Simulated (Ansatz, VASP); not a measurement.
# Fe: VASP beside Ansatz

File INCAR:

```
PREC = Accurate ; ENCUT = 690
EDIFF = 1E-6 ; ISMEAR = -1
SIGMA = 0.05 ; LREAL = False
LASPH = True ; NELM = 200
ALGO = Normal ; ISIF = 2
LWAVE = False ; LCHARG = True
ISPIN = 2 ; MAGMOM = 3
LORBIT = 11 ; LMAXMIX = 4
GGA = PS ; IVDW = 13
LELF = True ; LVHAR = True
NBANDS = 18 ; GGA_COMPAT = False
```

KPOINTS

```
regular mesh
0
Gamma
  13 13 13
```

The input POSCAR:

```
Fe
1.0
   -1.4619890197      1.4619890197      1.4619890197
    1.4619890197     -1.4619890197      1.4619890197
    1.4619890197      1.4619890197     -1.4619890197
Fe
1
Direct
    0.0000000000      0.0000000000      0.0000000000
```

input.yaml

```yaml
crystal:
  lattice:
    - [-1.4619890197, 1.4619890197, 1.4619890197]
    - [1.4619890197, -1.4619890197, 1.4619890197]
    - [1.4619890197, 1.4619890197, -1.4619890197]
  atoms:
    - { symbol: Fe, position: [0.0, 0.0, 0.0], spin: 3.0 }
hamiltonian:
  xc: pbesol
  pseudopotentials: { kind: paw }
  dispersion: d4
magnetization:
  spin_polarized: true
kpoints:
  mp_grid: { grid: [13, 13, 13] }
scf:
  occupations: { method: fermi_dirac, width: 0.05 }
output:
  forces: true
  stress: true
  eigenvalues: true
```

Alike in both runs: task single point; functional PBEsol; dispersion D4; k mesh 13 × 13 × 13; occupations fermi-dirac, width 0.05 eV; collinear spin.

|  | VASP | Ansatz |
| --- | --- | --- |
| version | VASP 6.6.1 | Ansatz 0.2.0 |
| potentials or method | VASP PAW PBE potentials, release 64 (Fe_sv) | Ansatz PAW |
| plane-wave cutoff (eV) | 690 | 420 |
| valence electrons in the cell | 16 | 16 |

VASP gave:

- gap on the k mesh at the Fermi level (eV): none
- pressure (GPa): -24.3
- net moment per atom (μB): 2.40
- size of the moment on the site where the two differ most (μB): 2.40

What did Ansatz give for the same quantities?

gap on the k mesh at the Fermi level (eV): none; pressure (GPa): -23.1; net moment per atom (μB): 2.40; size of the moment on the site where the two differ most (μB): 2.45.

VASP's potentials were made for PBE, not for PBEsol. Site moments also hang on the region over which each program counts them. A gap of «none» marks a metal or a gap that the smearing closes.
